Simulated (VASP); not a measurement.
A run of VASP 6.6.1 is set up as follows.

INCAR

```
PREC = Accurate
ENCUT = 520
EDIFF = 1E-8
ISMEAR = -1
SIGMA = 0.05
LREAL = False
LASPH = True
NELM = 100
ALGO = Normal
ISIF = 2
LWAVE = False
LCHARG = False
GGA = PS
LEFG = True
NBANDS = 28
```

Contents of KPOINTS:

```
regular mesh
0
Gamma
  7 7 7
```

Contents of POSCAR:

```
SrTiO3
1.0
    3.8252837545      0.0000000000      0.0000000000
    0.0000000000      3.8252837545      0.0000000000
    0.0000000000      0.0000000000      3.8252837545
Sr Ti O
1 1 3
Direct
    0.0000000000      0.0000000000      0.0000000000
    0.5000000000      0.5000000000      0.5000000000
    0.0000000000      0.5000000000      0.5000000000
    0.5000000000      0.0000000000      0.5000000000
    0.5000000000      0.5000000000      0.0000000000
```

Potentials or basis: VASP PAW PBE potentials, release 64 (Sr_sv, Ti_sv, O).

Run with:

```bash
$ cat potpaw_PBE.64/Sr_sv/POTCAR potpaw_PBE.64/Ti_sv/POTCAR potpaw_PBE.64/O/POTCAR > POTCAR
$ mpirun -np 1 vasp_std > vasp.out
```

Q: Estimate the pressure.

A: 11.5 GPa.

Q: Predict the band gap on the k mesh.

A: 1.98 eV, indirect (least direct gap 2.22 eV).

Electric field gradients, principal values (V/Å²):
```csv
atom,least,middle,greatest (by size)
1 Sr,0.000,0.000,0.000
2 Ti,0.000,0.000,0.000
3 O,-1.475,-1.475,2.950
4 O,-1.475,-1.475,2.950
5 O,-1.475,-1.475,2.950
```

Caveat: without QUAD_EFG the Cq values of the log hold for a quadrupole moment of 1 mb, not for the nuclei; the PAW data sets were made with another functional, which shifts forces and pressure a little. A k mesh can miss the band edges.
